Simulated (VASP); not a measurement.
Set up this calculation in VASP 6.6.1, as the native input.

* Task: single point
* Functional: PBE
* Potentials or basis: VASP PAW PBE potentials, release 64 (Cd, Se, S)
* Cutoff: 520 eV
* k mesh: 4 × 4 × 4
* Occupations: gaussian, width 0.1 eV
* Spin: no spin polarisation
* Dipole correction: no
* Further INCAR settings: ALGO = Normal; EDIFF = 1e-06; NBANDS = 46

The structure of Cd4SeS3 lies in POSCAR:

```
Cd4SeS3
1.0
    5.9919743000      0.0000000000      0.0000000000
    0.0000000000      5.9919743000      0.0000000000
    0.0000000000      0.0000000000      5.9919743000
Cd Se S
4 1 3
Direct
    0.2442710000      0.7557290000      0.2442710000
    0.2442710000      0.2442710000      0.7557290000
    0.7557290000      0.7557290000      0.7557290000
    0.7557290000      0.2442710000      0.2442710000
    0.5000000000      0.5000000000      0.5000000000
    0.5000000000      0.0000000000      0.0000000000
    0.0000000000      0.0000000000      0.5000000000
    0.0000000000      0.5000000000      0.0000000000
```

The input as run:

INCAR

```
SYSTEM = Cd4SeS3
ALGO = Normal ; EDIFF = 1E-6
ENCUT = 520 ; GGA = PE
ISIF = 2 ; ISMEAR = 0
LASPH = .TRUE. ; LCHARG = .TRUE.
LELF = .TRUE. ; LREAL = .FALSE.
LVHAR = .TRUE. ; LWAVE = .FALSE.
NBANDS = 46 ; NELM = 60
PREC = Accurate ; SIGMA = 0.1
```

KPOINTS

```
k-points
0
G
  4 4 4
  0 0 0
```

Potentials or basis: VASP PAW PBE potentials, release 64 (Cd, Se, S).

Run with:

```bash
$ cat potpaw_PBE.64/Cd/POTCAR potpaw_PBE.64/Se/POTCAR potpaw_PBE.64/S/POTCAR > POTCAR
$ mpirun -np 1 vasp_std > vasp.out
```

Results of the run:

```yaml
Pressure: 0.3 GPa
Largest_force: 0.017 eV/Å
Band_gap_on_the_k_mesh: 0.87 eV, direct
```

Run time: 110 s on 1 thread of Intel(R) Xeon(R) Platinum 8259CL CPU @ 2.50GHz (Skylake/Cascade Lake), on a shared host, peak memory 0.37 GiB.
